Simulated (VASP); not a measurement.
Here is a VASP 6.6.1 calculation.

Contents of INCAR:

```
PREC = Accurate ; ENCUT = 520
EDIFF = 1E-6 ; ISMEAR = 0
SIGMA = 0.05 ; LREAL = Auto
LASPH = T ; NELM = 100
ALGO = Normal ; ISIF = 2
LWAVE = F ; LCHARG = F
LDIPOL = T ; IDIPOL = 3
DIPOL = 0.5 0.5 0.306 ; GGA = PE
NBANDS = 52
```

File KPOINTS:

```
regular mesh
0
Gamma
  4 4 1
```

Contents of POSCAR:

```
Si8N
1.0
    7.7021642883      0.0000000000      0.0000000000
    0.0000000000      6.3646813592      0.0000000000
    0.0000000000      0.0000000000     22.2525434180
Si N
16 2
Direct
    0.0000000000      0.9370679227      0.1797547330
    0.5000000000      0.9370679227      0.1797547330
    0.0000000000      0.5629320773      0.1797547330
    0.5000000000      0.5629320773      0.1797547330
    0.2500000000      0.4370679227      0.2297135909
    0.7500000000      0.4370679227      0.2297135909
    0.2500000000      0.0629320773      0.2297135909
    0.7500000000      0.0629320773      0.2297135909
    0.2500000000      0.9333044641      0.3302593493
    0.7500000000      0.9333044641      0.3302593493
    0.2500000000      0.5666955359      0.3302593493
    0.7500000000      0.5666955359      0.3302593493
    0.0000000000      0.4259907503      0.3708584346
    0.5000000000      0.4259907503      0.3708584346
    0.0000000000      0.0740092497      0.3708584346
    0.5000000000      0.0740092497      0.3708584346
    0.0000000000      0.3395763693      0.5326376943
    0.0000000000      0.5124051314      0.5326376943
```

Potentials or basis: VASP PAW PBE potentials, release 64 (Si, N).

Command:

```bash
$ cat potpaw_PBE.64/Si/POTCAR potpaw_PBE.64/N/POTCAR > POTCAR
$ mpirun -np 1 vasp_std > vasp.out
```

What does it give for the largest force?

2.133 eV/Å.

What does it give for the band gap on the k mesh?

Zero (bands 37 and 38 overlap by 0.35 eV).

Forces in eV/Å, atoms in the order of the input:
```
Si   0.000 -0.807  0.655
Si   0.000 -0.801  0.658
Si   0.000  0.808  0.656
Si   0.000  0.798  0.649
Si  -0.001  0.030 -0.626
Si   0.001  0.030 -0.626
Si   0.002 -0.031 -0.627
Si  -0.002 -0.031 -0.627
Si  -0.008 -0.002 -0.004
Si   0.008 -0.002 -0.004
Si  -0.002  0.006 -0.005
Si   0.002  0.006 -0.005
Si   0.000 -0.084 -0.159
Si   0.000 -0.086 -0.018
Si   0.000  0.060 -0.051
Si   0.000  0.086 -0.025
N    0.000 -2.113  0.089
N    0.000  2.132  0.070
```

Caveat: the standard files for N, O and F lose accuracy on very short bonds.
